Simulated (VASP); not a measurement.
Wanted: the native input for a VASP 6.6.1 run.

```yaml
Task: single point
Functional: PBEsol
Potentials_or_basis: VASP PAW PBE potentials, release 64 (K_sv, I)
Cutoff: 520 eV
k_mesh: 8 × 8 × 8
Occupations: fermi-dirac, width 0.01 eV
Spin: no spin polarisation
Dipole_correction: no
Further_INCAR_settings: ALGO = Normal; EDIFF = 1e-06; NBANDS = 15
```

The structure of KI lies in POSCAR:

```
KI
1.0
    0.0352455000      3.5421727500      3.5421727500
    3.5421727500      0.0352455000      3.5421727500
    3.5421727500      3.5421727500      0.0352455000
K I
1 1
Direct
    0.0000000000      0.0000000000      0.0000000000
    0.5000000000      0.5000000000      0.5000000000
```

This cell differs from its parent crystal: equal xy, yz and zx shear strains of +1 %.

One way to write it, as run:

INCAR

```
SYSTEM = KI
  PREC = Accurate
  ENCUT = 520
  EDIFF = 1E-6
  ISMEAR = -1
  SIGMA = 0.01
  LREAL = .False.
  LASPH = .True.
  NELM = 80
  ALGO = Normal
  ISIF = 2
  LWAVE = .False.
  LCHARG = .False.
  GGA = PS
  NBANDS = 15
```

KPOINTS

```
Automatic mesh
0
Gamma
  8 8 8
  0 0 0
```

Potentials or basis: VASP PAW PBE potentials, release 64 (K_sv, I).

Command:

```bash
$ cat potpaw_PBE.64/K_sv/POTCAR potpaw_PBE.64/I/POTCAR > POTCAR
$ mpirun -np 1 vasp_std > vasp.out
```

It gave:

```json
{
  "Pressure": "-0.2 GPa",
  "Band gap on the k mesh": "3.81 eV, direct"
}
```

Caveat: the cell differs from its parent crystal (equal xy, yz and zx shear strains of +1 %); the PAW data sets were made with another functional, which shifts forces and pressure a little; spin-orbit coupling is left out, which moves the levels of the heavy elements.

It took 41 s on 1 thread of Intel(R) Xeon(R) 6975P-C (Granite Rapids), with other jobs on the host, peak memory 0.28 GiB.
